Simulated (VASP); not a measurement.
The system is Mg.

```
Mg
1.0
     6.12057    0.00000    0.00000
    -2.44587    4.88791    0.00000
     2.62436   -1.97155    5.07008
Mg
6
Direct
  0.16370 0.56163 0.06073
  0.09063 0.79001 0.58055
  0.64635 0.09424 0.88258
  0.18316 0.01061 0.15273
  0.27616 0.21290 0.75577
  0.64425 0.42033 0.68318
```

The cell was built from a structure type or drawn by symmetry, and may not be a known phase.

| Quantity | Value |
| --- | --- |
| Program | VASP 6.6.1 |
| Task | relaxation of cell and atoms |
| Functional | PBE |
| Potentials or basis | VASP PAW PBE potentials, release 64 (Mg) |
| Cutoff | 600 eV |
| k mesh | 4 × 4 × 4 |
| Occupations | gaussian, width 0.1 eV |
| Spin | no spin polarisation |

At the start: pressure 18.7 GPa; volume 25.28 Å³/atom.

Where does the relaxation end?

Over 64 steps the energy falls by 1876.0 meV/atom and the volume is 22.99 Å³/atom (-9.0 %); space group P1 (No. 1, to 0.1 Å) before, P6_3/mmc (No. 194, to 0.1 Å).

Step by step:
| step | energy change (eV) | largest force (eV/Å) | pressure (GPa) | volume (Å³) |
| --- | --- | --- | --- | --- |
| 1 | 0.0000 | 6.2062 | 18.71 | 151.68 |
| 3 | -6.8807 | 1.2186 | 0.35 | 228.78 |
| 5 | -6.8861 | 1.3608 | -0.06 | 235.58 |
| 7 | -7.7674 | 0.4215 | -2.01 | 240.84 |
| 9 | -8.3014 | 0.7375 | -1.89 | 218.42 |
| 11 | -7.7409 | 2.6596 | 7.66 | 146.67 |
| 13 | -8.9458 | 0.7752 | 0.43 | 175.91 |
| 15 | -9.0932 | 1.0253 | 1.45 | 165.48 |
| 17 | -9.4020 | 0.7548 | 0.97 | 164.58 |
| 19 | -9.5421 | 0.3784 | -0.14 | 170.04 |
| 21 | -9.6002 | 0.2037 | -0.22 | 169.37 |
| 23 | -9.6502 | 0.3529 | 0.46 | 163.44 |
| 25 | -9.8314 | 0.5076 | -0.29 | 161.00 |
| 27 | -10.0365 | 1.0026 | -0.27 | 154.01 |
| 29 | -10.0071 | 1.1439 | 0.00 | 151.69 |
| 31 | -10.1137 | 1.0459 | -0.35 | 152.80 |
| 33 | -10.3774 | 0.8352 | -0.61 | 150.32 |
| 35 | -10.2957 | 1.3405 | 2.19 | 137.98 |
| 37 | -10.6837 | 0.8377 | -0.03 | 143.71 |
| 39 | -10.8568 | 0.4140 | 0.30 | 140.58 |
| 41 | -10.9729 | 0.3932 | -0.40 | 142.08 |
| 43 | -11.0893 | 0.2958 | 0.47 | 137.26 |
| 45 | -11.1027 | 0.3218 | 0.89 | 135.56 |
| 47 | -11.1580 | 0.3087 | -0.61 | 140.69 |
| 49 | -11.1794 | 0.2373 | -0.20 | 138.88 |
| 51 | -11.2067 | 0.2960 | 0.96 | 134.74 |
| 53 | -11.2158 | 0.2106 | 0.70 | 135.55 |
| 55 | -11.2237 | 0.2583 | 0.62 | 135.88 |
| 57 | -11.2445 | 0.1425 | -0.24 | 138.91 |
| 59 | -11.2479 | 0.1149 | -0.21 | 138.76 |
| 61 | -11.2527 | 0.0551 | 0.13 | 137.44 |
| 63 | -11.2553 | 0.0427 | -0.01 | 137.94 |
| 64 | -11.2560 | 0.0331 | -0.02 | 137.96 |

Final structure:
```
Mg
1.0
     4.97872    2.13848    0.81132
     0.24106    6.10895    0.88291
     2.58750   -0.78474    4.76940
Mg
6
Cartesian
  0.4095 3.5838 1.0037
  2.9356 4.0216 2.8593
  5.7648 1.2863 5.1053
  5.7065 2.5287 2.1995
  3.2527 0.8341 3.2446
  5.4534 4.4911 4.7292
```
